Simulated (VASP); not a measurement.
Wanted: the native input for a VASP 6.6.1 run.

* Task: single point
* Functional: PBEsol
* Potentials or basis: VASP PAW PBE potentials, release 64 (Al, Au)
* Cutoff: 520 eV
* k mesh: 12 × 12 × 4
* Occupations: gaussian, width 0.1 eV
* Spin: no spin polarisation
* Dipole correction: no
* Further INCAR settings: ALGO = Fast; EDIFF = 1e-06; NBANDS = 32

The structure of AlAu4 lies in POSCAR:

```
AlAu4
1.0
    2.4067721090     -1.6901510649     -0.0484943000
    2.4067721090      1.6901510649     -0.0484943000
   -1.1775343066      0.0000000000     10.4679600505
Al Au
1 4
Direct
    0.0000000000      0.0000000000      0.0000000000
    0.5685126605      0.5685126605      0.7984940532
    0.2165614566      0.2165614566      0.6263785016
    0.7834385434      0.7834385434      0.3736214984
    0.4314873395      0.4314873395      0.2015059468
```

This cell differs from its parent crystal: strained and its atoms moved.

These files were run (other wordings do the same):

INCAR

```
ALGO = Fast ; EDIFF = 1E-6
ENCUT = 520 ; GGA = PS
ISIF = 2 ; ISMEAR = 0
LASPH = T ; LCHARG = F
LREAL = F ; LWAVE = F
NBANDS = 32 ; NELM = 100
PREC = Accurate ; SIGMA = 0.1
```

KPOINTS

```
k-points
0
Gamma
  12 12 4
```

Potentials or basis: VASP PAW PBE potentials, release 64 (Al, Au).

The run is started by

```console
$ cat potpaw_PBE.64/Al/POTCAR potpaw_PBE.64/Au/POTCAR > POTCAR
$ mpirun -np 1 vasp_std > vasp.out
```

Results of the run:

The pressure is 19.6 GPa and the largest force is 7.303 eV/Å.

Caveat: the cell differs from its parent crystal (strained and its atoms moved); the PAW data sets were made with another functional, which shifts forces and pressure a little.

Run time: 7.7 min on 1 thread of Intel Xeon 6975P-C (shared host), peak memory 0.46 GiB.
